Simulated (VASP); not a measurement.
Input of a VASP 6.6.1 run:

File POSCAR:

```
TaAsO
1.0
    7.8415348719      0.0000000000      0.0000000000
   -3.9207674359      6.7909684037      0.0000000000
    0.0000000000      0.0000000000      3.7499450089
O Ta As
3 3 3
Direct
    0.0000000000      0.0000000000      0.5000000000
    0.3333333333      0.6666666667      0.5000000000
    0.6666666667      0.3333333333      0.5000000000
    0.0000000000      0.0000000000      0.0000000000
    0.3333333333      0.6666666667      0.0000000000
    0.6666666667      0.3333333333      0.0000000000
    0.5000000000      0.0000000000      0.0000000000
    0.5000000000      0.5000000000      0.0000000000
    0.0000000000      0.5000000000      0.0000000000
```

Contents of INCAR.step1:

```
SYSTEM = TaAsO
ALGO = Normal
EDIFF = 1E-4
ENCUT = 520
GGA = PE
ISMEAR = -1
LASPH = .True.
LCHARG = .False.
LREAL = .False.
LWAVE = .True.
NBANDS = 43
NELM = 60
PREC = Accurate
SIGMA = 0.1
```

The input INCAR.step2:

```
SYSTEM = TaAsO
ALGO = Normal
EDIFF = 1E-6
ENCUT = 520
ISIF = 2
ISMEAR = -1
ISTART = 1
LASPH = .True.
LCHARG = .False.
LMIXTAU = .True.
LREAL = .False.
LWAVE = .False.
METAGGA = R2SCAN
NBANDS = 43
NELM = 60
PREC = Accurate
SIGMA = 0.1
```

File KPOINTS:

```
k-points
0
Gamma
  5 5 8
  0 0 0
```

Potentials or basis: VASP PAW PBE potentials, release 64 (O, Ta_pv, As).

Launch:

```console
$ cat potpaw_PBE.64/O/POTCAR potpaw_PBE.64/Ta_pv/POTCAR potpaw_PBE.64/As/POTCAR > POTCAR
$ cp INCAR.step1 INCAR
$ mpirun -np 1 vasp_std > vasp.out
$ cp INCAR.step2 INCAR
$ mpirun -np 1 vasp_std > vasp.out
```

**Question.** What does it give for the band gap on the k mesh?

**Answer.** Zero (bands 33 and 34 overlap by 0.43 eV).

**Question.** Estimate the pressure.

**Answer.** 20.6 GPa.

Stress tensor (GPa, compression positive):
```
20.21  0.00  0.00
 0.00 20.21  0.00
 0.00  0.00 21.39
```

Caveat: the cell stands under pressure; the PAW data sets were made with another functional, which shifts forces and pressure a little; spin-orbit coupling is left out, which moves the levels of the heavy elements.
